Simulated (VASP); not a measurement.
The system is SiO2.

```
CELL_PARAMETERS angstrom
4.98770 0.00000 0.00000
0.00000 4.98770 0.00000
0.00000 0.00000 6.96970
ATOMIC_POSITIONS crystal
Si 0.29490 0.29490 0.00000
Si 0.20510 0.79490 0.25000
Si 0.70510 0.70510 0.50000
Si 0.79490 0.20510 0.75000
O 0.24160 0.09680 0.17470
O 0.40320 0.74160 0.42470
O 0.75840 0.90320 0.67470
O 0.59680 0.25840 0.92470
O 0.74160 0.40320 0.57530
O 0.90320 0.75840 0.32530
O 0.25840 0.59680 0.07530
O 0.09680 0.24160 0.82530
```

```yaml
Program: VASP 6.6.1
Task: relaxation of cell and atoms
Functional: LDA
Potentials_or_basis: VASP PAW LDA potentials, release 64 (Si, O)
Cutoff: 600 eV
k_mesh: 6 × 6 × 6
Occupations: gaussian, width 0.02 eV
Spin: no spin polarisation
```

At the start: pressure 3.0 GPa; volume 14.45 Å³/atom.

**Question.** Where does the relaxation end?

**Answer.** Over 54 steps the energy falls by 5.2 meV/atom and the volume is 13.83 Å³/atom (-4.3 %); space group P4_12_12 (No. 92, to 0.1 Å) before and after.

Step by step:
| step | energy change (eV) | largest force (eV/Å) | pressure (GPa) | volume (Å³) |
| --- | --- | --- | --- | --- |
| 1 | 0.0000 | 0.4938 | 2.98 | 173.39 |
| 3 | -0.0362 | 0.1842 | 0.80 | 175.29 |
| 5 | -0.0404 | 0.0353 | -0.12 | 176.13 |
| 7 | -0.0411 | 0.0821 | 0.12 | 175.82 |
| 9 | -0.0418 | 0.0427 | 0.17 | 175.70 |
| 11 | -0.0421 | 0.0555 | 0.21 | 175.56 |
| 13 | -0.0428 | 0.0322 | -0.21 | 175.74 |
| 15 | -0.0442 | 0.0385 | -0.17 | 175.31 |
| 17 | -0.0481 | 0.1500 | -0.02 | 173.36 |
| 19 | -0.0487 | 0.2318 | 0.06 | 172.18 |
| 21 | -0.0493 | 0.2209 | 0.05 | 172.02 |
| 23 | -0.0513 | 0.1721 | 0.05 | 171.29 |
| 25 | -0.0513 | 0.2015 | -0.03 | 168.39 |
| 27 | -0.0533 | 0.0903 | 0.02 | 169.75 |
| 29 | -0.0562 | 0.0796 | -0.03 | 169.12 |
| 31 | -0.0613 | 0.0584 | -0.29 | 166.58 |
| 33 | -0.0617 | 0.0141 | -0.10 | 166.25 |
| 35 | -0.0618 | 0.0135 | 0.05 | 166.08 |
| 37 | -0.0620 | 0.0162 | 0.02 | 166.00 |
| 39 | -0.0620 | 0.0114 | 0.00 | 166.02 |
| 41 | -0.0621 | 0.0045 | -0.04 | 166.04 |
| 43 | -0.0621 | 0.0065 | 0.03 | 165.97 |
| 45 | -0.0621 | 0.0022 | 0.00 | 166.01 |
| 47 | -0.0621 | 0.0031 | 0.00 | 165.99 |
| 49 | -0.0621 | 0.0028 | 0.00 | 165.98 |
| 51 | -0.0621 | 0.0029 | 0.01 | 165.93 |
| 53 | -0.0621 | 0.0021 | -0.02 | 165.94 |
| 54 | -0.0621 | 0.0018 | -0.01 | 165.93 |

Final structure:
```
Si O
1.0
     4.92771    0.00000    0.00000
     0.00000    4.92771    0.00000
     0.00000    0.00000    6.83334
Si O
4 8
Direct
  0.30707 0.30707 0.00000
  0.19293 0.80707 0.25000
  0.69293 0.69293 0.50000
  0.80707 0.19293 0.75000
  0.23638 0.11807 0.18543
  0.38193 0.73638 0.43543
  0.76362 0.88193 0.68543
  0.61807 0.26362 0.93543
  0.73638 0.38193 0.56457
  0.88193 0.76362 0.31457
  0.26362 0.61807 0.06457
  0.11807 0.23638 0.81457
```
